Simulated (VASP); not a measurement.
Write the native input for VASP 6.6.1 that does the following.

* Task: single point
* Functional: PBEsol
* Potentials or basis: VASP PAW PBE potentials, release 64 (Ru_pv)
* Cutoff: 520 eV
* k mesh: 13 × 13 × 8
* Occupations: fermi-dirac, width 0.1 eV
* Spin: no spin polarisation
* Dipole correction: no
* Further INCAR settings: ALGO = Normal; EDIFF = 1e-06; NBANDS = 21

The structure of Ru lies in POSCAR:

```
Ru
1.0
    2.6932743844      0.0000000000      0.0000000000
   -1.3466371922      2.3324440363      0.0000000000
    0.0000000000      0.0000000000      4.2432628382
Ru
2
Direct
    0.3333333333      0.6666666667      0.2500000000
    0.6666666667      0.3333333333      0.7500000000
```

These files were run (other wordings do the same):

INCAR

```
SYSTEM = Ru
PREC     = Accurate       ! precision mode
ENCUT    = 520            ! plane-wave cutoff, eV
EDIFF    = 1E-6           ! SCF threshold, eV
ISMEAR   = -1             ! smearing method
SIGMA    = 0.1            ! smearing width, eV
LREAL    = .FALSE.        ! projectors in reciprocal space
LASPH    = .TRUE.         ! aspherical terms in the spheres
NELM     = 60             ! most SCF steps
ALGO     = Normal         ! electronic algorithm
ISIF     = 2              ! what is computed and relaxed
LWAVE    = .FALSE.        ! write WAVECAR
LCHARG   = .FALSE.        ! write CHGCAR
GGA      = PS             ! functional
NBANDS   = 21             ! bands
```

KPOINTS

```
regular mesh
0
G
  13 13 8
  0 0 0
```

Potentials or basis: VASP PAW PBE potentials, release 64 (Ru_pv).

Run with:

```console
$ cat potpaw_PBE.64/Ru_pv/POTCAR > POTCAR
$ mpirun -np 1 vasp_std > vasp.out
```

It gave:

The pressure is 0.0 GPa. The band gap on the k mesh is zero (band 14 reaches 14.63 eV, above the bottom of band 15 at 11.44 eV).

Caveat: the PAW data sets were made with another functional, which shifts forces and pressure a little.

Wall time 16 s on 1 thread of Intel(R) Xeon(R) 6975P-C (Granite Rapids), on a shared host, peak memory 0.17 GiB.
